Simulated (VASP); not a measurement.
Input of a VASP 6.6.1 run:

Contents of INCAR:

```
PREC     = Accurate       # precision mode
ENCUT    = 520            # plane-wave cutoff, eV
EDIFF    = 1E-6           # SCF threshold, eV
ISMEAR   = 0              # smearing method
SIGMA    = 0.1            # smearing width, eV
LREAL    = F              # projectors in reciprocal space
LASPH    = T              # aspherical terms in the spheres
NELM     = 60             # most SCF steps
ALGO     = Fast           # electronic algorithm
ISIF     = 2              # what is computed and relaxed
LWAVE    = F              # write WAVECAR
LCHARG   = F              # write CHGCAR
LDIPOL   = T            
IDIPOL   = 3            
DIPOL    = 0.5 0.5 0.500
GGA      = PS             # functional
NBANDS   = 43             # bands
```

The input KPOINTS:

```
regular mesh
0
Gamma
  13 13 1
```

Contents of POSCAR:

```
W
1.0
    2.7317561333      0.0000000000      0.0000000000
   -0.9105853778      2.5755243819      0.0000000000
    0.0000000000      0.0000000000     23.9218781711
W
5
Direct
    0.5000000000      0.5000000000      0.3135205332
    0.0000000000      0.0000000000      0.4067602666
    0.5000000000      0.5000000000      0.5000000000
    0.0000000000      0.0000000000      0.5932397334
    0.5000000000      0.5000000000      0.6864794668
```

Potentials or basis: VASP PAW PBE potentials, release 64 (W_sv).

Launch:

```console
$ cat potpaw_PBE.64/W_sv/POTCAR > POTCAR
$ mpirun -np 1 vasp_std > vasp.out
```

Task: Estimate the largest force.

Result: 0.656 eV/Å.

Task: What does it give for the band gap on the k mesh?

Result: Zero (band 35 reaches 3.76 eV, above the bottom of band 36 at 1.96 eV).

Forces on the atoms (eV/Å):
```
W    0.000  0.000  0.623
W    0.000  0.000 -0.656
W    0.000  0.000  0.000
W    0.000  0.000  0.656
W    0.000  0.000 -0.623
```

Caveat: the PAW data sets were made with another functional, which shifts forces and pressure a little; spin-orbit coupling is left out, which moves the levels of the heavy elements.
